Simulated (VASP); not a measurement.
**TaN: single point with PBEsol**

Crystal: TaN.

```
CELL_PARAMETERS angstrom
-0.47222 1.97030 1.97030
1.97030 -0.47222 1.97030
1.97030 1.97030 -0.47222
ATOMIC_POSITIONS crystal
Ta 0.50000 0.50000 0.50000
N 0.00000 0.00000 0.00000
```

This cell differs from its parent crystal: ratio of the length along [111] to the lengths across it x 0.71, volume and fractional coordinates fixed.

```yaml
Program: VASP 6.6.1
Task: single point
Functional: PBEsol
Potentials_or_basis: VASP PAW PBE potentials, release 64 (Ta_pv, N)
Cutoff: 520 eV
k_mesh: 20 × 20 × 20
Occupations: gaussian, width 0.15 eV
Spin: no spin polarisation
Dipole_correction: no
Further_INCAR_settings: ALGO = Normal; EDIFF = 1e-07; NBANDS = 15
```

```json
{
 "Pressure": "4.1 GPa",
 "Band gap on the k mesh": "zero (band 8 reaches 12.73 eV, above the bottom of band 9 at 6.05 eV)"
}
```

Stress tensor (GPa, compression positive):
```
 4.13 11.58 11.58
11.58  4.13 11.58
11.58 11.58  4.13
```

Levels at points of the mesh, in eV from the Fermi level:
| k point | band 5 | band 6 | band 7 | band 8 | band 9 | band 10 | band 11 | band 12 |
| --- | --- | --- | --- | --- | --- | --- | --- | --- |
| (0.00, 0.00, 0.00) | -3.68 | -3.68 | -2.96 | -2.96 | -2.01 | 0.37 | 2.14 | 2.14 |
| (0.50, 0.00, 0.00) | -9.83 | -6.88 | -4.01 | -0.88 | 0.48 | 5.84 | 6.20 | 6.77 |
| (0.50, 0.50, 0.00) | -5.99 | -4.74 | -4.66 | -2.47 | 1.53 | 1.78 | 4.00 | 6.01 |
| (0.50, 0.50, 0.50) | -9.38 | -8.41 | -8.41 | 3.77 | 4.72 | 5.46 | 5.46 | 8.65 |

It took 62 s on 1 thread of Intel(R) Xeon(R) 6975P-C (Granite Rapids), on a shared host, peak memory 0.35 GiB.

Caveat: the PAW data sets were made with another functional, which shifts forces and pressure a little; spin-orbit coupling is left out, which moves the levels of the heavy elements.
